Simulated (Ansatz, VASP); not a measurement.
One calculation of WS2, two programs

```
W S
1.0
     1.59113    0.91864    6.28594
    -1.59113    0.91864    6.28594
     0.00000   -1.83728    6.28594
W S
1 2
Direct
  0.99933 0.99933 0.99933
  0.74536 0.74536 0.74536
  0.58662 0.58662 0.58662
```

Change from the starting cell: strain +0.000 along x and y, -0.040 along z, atoms carried along.

Alike in both runs: task single point; functional r2SCAN; k mesh 12 × 12 × 12; occupations gaussian, width 0.05 eV; no spin polarisation.

```csv
,VASP,Ansatz
version,VASP 6.6.1,Ansatz 0.2.0
potentials or method,"VASP PAW PBE potentials, release 64 (W_sv, S), cutoff 520 eV","scalar-relativistic, plane waves, PAW"
valence electrons in the cell,26,26
```

VASP gave:

| Item | Value |
| --- | --- |
| gap on the k mesh at the Fermi level (eV) | 0.80 |
| least direct gap on the mesh (eV) | 1.76 |
| pressure (GPa) | 7.5 |
| traceless stress, the component that is largest in VASP (GPa) | 5.25 |
| rms of the force components (eV/Å) | 0.661 |

Question: What did Ansatz give for the same quantities?

Answer: gap on the k mesh at the Fermi level (eV): 0.77; least direct gap on the mesh (eV): 1.75; pressure (GPa): 7.3; traceless stress, the component that is largest in VASP (GPa): 5.33; rms of the force components (eV/Å): 0.650.

VASP's potentials were made for PBE, not for r2SCAN. Atom by atom the forces differ by 0.011 eV/Å (rms over components).

Spin-orbit coupling is off throughout.
